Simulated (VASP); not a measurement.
# Li (R-3m) in VASP: notebook

The runs below take Li through single point, with PBE.

Everything below comes from runs of VASP 6.6.1. Logs are shortened: lines on timing, memory, paths and dates and some standing lists are left out, and cuts for length are marked.

## (1) The cell of the first run

It takes space group R-3m (No. 166, trigonal). Conventional cell: a = 3.101 Å, b = 3.101 Å, c = 22.765 Å, α = 90.00°, β = 90.00°, γ = 120.00°. Within 4.1 Å of Li (site symmetry -3m) lie 12 Li at 3.10 Å. Within 4.1 Å of Li (site symmetry 3m) lie 12 Li at 3.09 to 3.10 Å.

## (2) Single point, PBE

INCAR

```
SYSTEM = Li
PREC = Accurate ; ENCUT = 520
EDIFF = 1E-7 ; ISMEAR = -1
SIGMA = 0.008617333262145177 ; LREAL = .FALSE.
LASPH = .TRUE. ; NELM = 60
ALGO = Normal ; ISIF = 2
LWAVE = .FALSE. ; LCHARG = .FALSE.
GGA = PE ; NBANDS = 12
```

KPOINTS

```
Automatic mesh
0
G
  6 6 6
  0 0 0
```

POSCAR

```
Li
1.0
    1.5504989657      0.8951809952      7.5883000000
   -1.5504989657      0.8951809952      7.5883000000
    0.0000000000     -1.7903619905      7.5883000000
Li
3
Direct
    0.0000000000      0.0000000000      0.0000000000
    0.2220000000      0.2220000000      0.2220000000
    0.7780000000      0.7780000000      0.7780000000
```

Potentials or basis: VASP PAW PBE potentials, release 64 (Li_sv).

Run with:

```sh
cat potpaw_PBE.64/Li_sv/POTCAR > POTCAR
mpirun -np 1 vasp_std > vasp.out
```

OUTCAR:

```text
SYSTEM = Li
   PREC = Accurate
   ENCUT = 520
   EDIFF = 1E-7
   ISMEAR = -1
   LREAL = .FALSE.
   LASPH = .TRUE.
   NELM = 60
   ISIF = 2
   GGA = PE

 ion  position               nearest neighbor table
   1  0.000  0.000  0.000-
   2  0.222  0.222  0.222-
   3  0.778  0.778  0.778-

  LATTYP: Found a trigonal (rhomboedric) cell.
 ALAT       =     7.7966462628
 COS(alpha) =     0.9209034946

  Lattice vectors:

 A1 = (   1.5504989657,   0.8951809952,   7.5883000000)
 A2 = (  -1.5504989657,   0.8951809952,   7.5883000000)
 A3 = (   0.0000000000,  -1.7903619905,   7.5883000000)

Analysis of symmetry for initial positions (statically):
=====================================================================
 Subroutine PRICEL returns:
 Original cell was already a primitive cell.

 Routine SETGRP: Setting up the symmetry group for a
 trigonal (rhombohedral) supercell.

 Subroutine GETGRP returns: Found 12 space group operations
 (whereof 12 operations were pure point group operations)
 out of a pool of 12 trial point group operations.

The static configuration has the point symmetry D_3d.

Analysis of symmetry for dynamics (positions and initial velocities):
=====================================================================
 Subroutine PRICEL returns:
 Original cell was already a primitive cell.

 Routine SETGRP: Setting up the symmetry group for a
 trigonal (rhombohedral) supercell.

 Subroutine GETGRP returns: Found 12 space group operations
 (whereof 12 operations were pure point group operations)
 out of a pool of 12 trial point group operations.

The dynamic configuration has the point symmetry D_3d.

 Subroutine INISYM returns: Found 12 space group operations
 (whereof 12 operations are pure point group operations),
 and found     1 'primitive' translations

----------------------------------------------------------------------------------------

                                     Primitive cell

  volume of cell :      63.1943

  direct lattice vectors                    reciprocal lattice vectors
     1.550498966  0.895180995  7.588300000     0.322476836  0.186182088  0.043927274
    -1.550498966  0.895180995  7.588300000    -0.322476836  0.186182088  0.043927274
     0.000000000 -1.790361990  7.588300000     0.000000000 -0.372364176  0.043927274

  length of vectors
     7.796646263  7.796646263  7.796646263     0.374946242  0.374946242  0.374946242

  position of ions in fractional coordinates (direct lattice)
     0.000000000  0.000000000  0.000000000
     0.222000000  0.222000000  0.222000000
     0.778000000  0.778000000  0.778000000

  ion indices of the primitive-cell ions
   primitive index   ion index
                 1           1
                 2           2
                 3           3

----------------------------------------------------------------------------------------

 KPOINTS: Automatic mesh

Automatic generation of k-mesh.
 Grid dimensions read from file:
 generate k-points for:    6    6    6

 Generating k-lattice:

  Cartesian coordinates                     Fractional coordinates (reciprocal lattice)
     0.053746139  0.031030348  0.007321212     0.166666667  0.000000000  0.000000000
    -0.053746139  0.031030348  0.007321212     0.000000000  0.166666667  0.000000000
     0.000000000 -0.062060696  0.007321212    -0.000000000 -0.000000000  0.166666667

  Length of vectors
     0.062491040  0.062491040  0.062491040

  Shift w.r.t. Gamma in fractional coordinates (k-lattice)
     0.000000000  0.000000000  0.000000000

 Subroutine IBZKPT returns following result:
 ===========================================

 Found     32 irreducible k-points:

 Following reciprocal coordinates:
            Coordinates               Weight
  0.000000  0.000000  0.000000      1.000000
  0.166667  0.000000  0.000000      6.000000
  0.333333  0.000000  0.000000      6.000000
  0.500000 -0.000000  0.000000      3.000000
  0.166667  0.166667  0.000000      6.000000
  0.333333  0.166667  0.000000     12.000000
[... 16 lines left out ...]
  0.500000  0.500000  0.166667      6.000000
 -0.333333  0.500000  0.166667     12.000000
 [... further k-points ...]
   k-points           NKPTS =     32   k-points in BZ     NKDIM =     32   number of bands    NBANDS=     12
   number of dos      NEDOS =    301   number of ions     NIONS =      3
   total plane-waves  NPLWV = 216000
   dimension x,y,z NGX =    60 NGY =   60 NGZ =   60
   dimension x,y,z NGXF=   120 NGYF=  120 NGZF=  120
   ions per type =               3
   NGX,Y,Z   is equivalent  to a cutoff of  12.79, 12.79, 12.79 a.u.
   NGXF,Y,Z  is equivalent  to a cutoff of  25.59, 25.59, 25.59 a.u.
 SYSTEM =  Li
   PREC   = accura    normal or accurate (medium, high low for compatibility)
   ISTART =      0    job   : 0-new  1-cont  2-samecut
   ICHARG =      2    charge: 1-file 2-atom 10-const
   ISPIN  =      1    spin polarized calculation?
   LNONCOLLINEAR =      F non collinear calculations
   LSORBIT =      F    spin-orbit coupling
   LASPH  =      T    aspherical Exc in radial PAW
   ENCUT  =  520.0 eV  38.22 Ry    6.18 a.u.  14.50 14.50 14.50*2*pi/ulx,y,z
   NELM   =     60;   NELMIN=  2; NELMDL= -5     # of ELM steps
   EDIFF  = 0.1E-06   stopping-criterion for ELM
   LREAL  =      F    real-space projection
   EDIFFG = 0.1E-05   stopping-criterion for IOM
   NSW    =      0    number of steps for IOM
   IBRION =     -1    ionic relax: 0-MD 1-quasi-New 2-CG
   NFREE  =      0    steps in history (QN), initial steepest desc. (CG)
   ISIF   =      2    stress and relaxation
   ISYM   =      2    0-nonsym 1-usesym 2-fastsym
   POTIM  = 0.5000    time-step for ionic-motion
   TEBEG  =    0.0;   TEEND  =   0.0 temperature during run
   PSTRESS=    0.0 pullay stress
   NELECT =       9.0000    total number of electrons
   NUPDOWN=      -1.0000    fix difference up-down
   EMIN   =  10.00;   EMAX   =-10.00  energy-range for DOS
   EFERMI =   0.00;   METHOD = LEGACY
   ISMEAR =    -1;   SIGMA  =   0.01  broadening in eV -4-tet -1-fermi 0-gaus
   EFERMI_NEDOS =   21; number of points for ismear=-14 and -15
   IALGO  =     38    algorithm
   IMIX   =      4    mixing-type and parameters
     AMIX     =   0.40;   BMIX     =  1.00
     AMIX_MAG =   1.60;   BMIX_MAG =  1.00
  volume/ion in A,a.u.               =      21.06       142.15
  Fermi-wavevector in a.u.,A,eV,Ry     =   0.854928  1.615580  9.944528  0.730902
  Thomas-Fermi vector in A             =   1.971600
   LORBIT       =      0    0 simple, 1 ext, 2 COOP (PROOUT), +10 PAW based schemes
   GGA     = PE    functional components
   LHFCALC =     F    Hartree Fock is set to
   AEXX    =    0.0000 exact exchange contribution
   IVDW    =     0    specifies the selected vdW correction
   LEPSILON=     F    determine dielectric tensor
   LRPA    =     F    only Hartree local field effects (RPA)
 non-spin polarized calculation
  energy-cutoff  :      520.00
  volume of cell :       63.19
 maximum number of plane-waves:      1718
 NGX is ok and might be reduce to    60
   NGX = 29   NGY = 29   NGZ = 29

 number of electron       9.0000011 magnetization

 Free energy of the ion-electron system (eV)
  ---------------------------------------------------
  ext. energy  EPLUGINS =         0.00000000
  ---------------------------------------------------
  free energy    TOTEN  =        -5.67964919 eV

  energy without entropy =       -5.67926859  energy(sigma->0) =       -5.67945889

 E-fermi :   0.4583     XC(G=0):  -6.9513

 val. band max:        0.4265770431   @ k =  -0.3333   0.5000   0.1667
 cond. band min:       0.4653544276   @ k =   0.5000  -0.0000   0.0000
 fundamental gap:      0.0387773846
 Fermi energy:         0.4582571361

 k-point     1 :       0.0000    0.0000    0.0000
  band No.  band energies     occupation
      1     -46.0775      2.00000
      2     -46.0622      2.00000
      3     -46.0564      2.00000
      4      -2.9908      2.00000
      5      -1.0557      2.00000
      6      -1.0556      2.00000
      7       6.0433      0.00000
      8       6.0702      0.00000
      9      12.9819      0.00000
     10      12.9819      0.00000
     11      13.1135      0.00000
     12      13.1135      0.00000

 k-point     2 :       0.1667    0.0000    0.0000
  band No.  band energies     occupation
      1     -46.0745      2.00000
      2     -46.0597      2.00000
      3     -46.0543      2.00000
      4      -2.5495      2.00000
      5      -0.8024      2.00000
      6      -0.3781      2.00000
      7       5.8162      0.00000
      8       6.7682      0.00000
      9       9.7136      0.00000
     10      10.6712      0.00000
     11      11.1951      0.00000
     12      11.6634      0.00000

 k-point     3 :       0.3333    0.0000    0.0000
  band No.  band energies     occupation
      1     -46.0684      2.00000
      2     -46.0544      2.00000
      3     -46.0504      2.00000
      4      -1.2321      2.00000
      5       0.2998      2.00000
      6       1.1517      0.00000
      7       4.6822      0.00000
      8       6.0459      0.00000
      9       7.6579      0.00000
     10       8.0034      0.00000
     11       9.2405      0.00000
     12       9.7462      0.00000
[... 286 lines left out ...]
 k-point    23 :       0.5000    0.5000    0.1667
  band No.  band energies     occupation
      1     -46.0683      2.00000
      2     -46.0550      2.00000
      3     -46.0500      2.00000
      4      -0.9502      2.00000
      5      -0.5343      2.00000
      6       2.3959      0.00000
      7       3.7998      0.00000
      8       5.9905      0.00000
      9       6.6487      0.00000
     10       8.6789      0.00000
     11       9.2751      0.00000
     12      11.0225      0.00000

 k-point    24 :      -0.3333    0.5000    0.1667
  band No.  band energies     occupation
      1     -46.0654      2.00000
      2     -46.0515      2.00000
      3     -46.0488      2.00000
      4       0.4266      1.95062
      5       0.5747      0.00000
      6       2.7858      0.00000
      7       4.3826      0.00000
      8       4.8099      0.00000
      9       5.2641      0.00000
     10       6.2043      0.00000
     11       8.0029      0.00000
     12       8.7191      0.00000

 [... further k-points ...]
[... 5 lines left out ...]
  --------------------------------------------------------------------------------------
  -------------------------------------------------------------------------------------
  Total       -0.1060747     -0.1060747     -0.3750384      0.0000000      0.0000000      0.0000000
  in kB       -2.6893310     -2.6893310     -9.5084169      0.0000000      0.0000000      0.0000000
  external PRESSURE =      -4.9623596 kB  Pullay stress =       0.0000000 kB

 VOLUME and BASIS-vectors are now :
 -----------------------------------------------------------------------------
  energy-cutoff  :      520.00
  volume of cell :       63.19
      direct lattice vectors                 reciprocal lattice vectors
     1.550498966  0.895180995  7.588300000     0.322476836  0.186182088  0.043927274
    -1.550498966  0.895180995  7.588300000    -0.322476836  0.186182088  0.043927274
     0.000000000 -1.790361990  7.588300000     0.000000000 -0.372364176  0.043927274

 POSITION                                       TOTAL-FORCE (eV/Angst)
 -----------------------------------------------------------------------------------
      0.00000      0.00000      0.00000         0.000000     -0.000000     -0.000000
      0.00000     -0.00000      5.05381         0.000000     -0.000000      0.003840
      0.00000     -0.00000     17.71109         0.000000      0.000000     -0.003840
 -----------------------------------------------------------------------------------
    total drift:                               -0.000000     -0.000000      0.000000

  FREE ENERGIE OF THE ION-ELECTRON SYSTEM (eV)
  ---------------------------------------------------
  free  energy   TOTEN  =        -5.6796491884 eV

  energy  without entropy=       -5.6792685898  energy(sigma->0) =       -5.67945889
```

It took 79 s on 1 thread of AMD EPYC 9R45 (Zen 5), shared host; peak memory 0.4 GiB.

Results:

| Item | Value |
| --- | --- |
| Free energy | -5.6796 eV |
| Largest force | 0.004 eV/Å |

Forces on the atoms (eV/Å):
```
Li   0.000  0.000  0.000
Li   0.000  0.000  0.004
Li   0.000  0.000 -0.004
```

Caveat: the k points lie up to 0.39 Å⁻¹ apart; the cutoff is under 1.25 times the usual one of these potentials, so pressure, stress and relaxed cells hold a basis-set (Pulay) error.

## (3) Single point, PBE

INCAR

```
  ALGO = Fast
  EDIFF = 1E-6
  ENCUT = 520
  GGA = PE
  ISIF = 2
  ISMEAR = 0
  ISYM = 0
  LASPH = True
  LCHARG = False
  LREAL = False
  LWAVE = False
  NBANDS = 12
  NELM = 60
  PREC = Accurate
  SIGMA = 0.1
```

KPOINTS

```
Automatic mesh
0
Gamma
  6 6 6
  0 0 0.5
```

POSCAR is that of step 2.

Potentials or basis: VASP PAW PBE potentials, release 64 (Li_sv).

Run with:

```sh
cat potpaw_PBE.64/Li_sv/POTCAR > POTCAR
mpirun -np 1 vasp_std > vasp.out
```

It took 17 min on 1 thread of AMD EPYC 9R45 (Zen 5), shared host; peak memory 0.5 GiB.

Results (log left out):

- Free energy: -5.7322 eV
- Largest force: 0.011 eV/Å

Forces on the atoms (eV/Å):
```
Li   0.000  0.000  0.000
Li   0.000  0.000  0.011
Li   0.000  0.000 -0.011
```

Levels at points of the mesh, in eV from the Fermi level:
```csv
k point,band 3,band 4,band 5,band 6,band 7,band 8
"(0.00, 0.00, 0.08)",-46.53,-3.35,-1.52,-1.31,5.42,5.88
```

Caveat: the k points lie up to 0.39 Å⁻¹ apart; the cutoff is under 1.25 times the usual one of these potentials, so pressure, stress and relaxed cells hold a basis-set (Pulay) error.
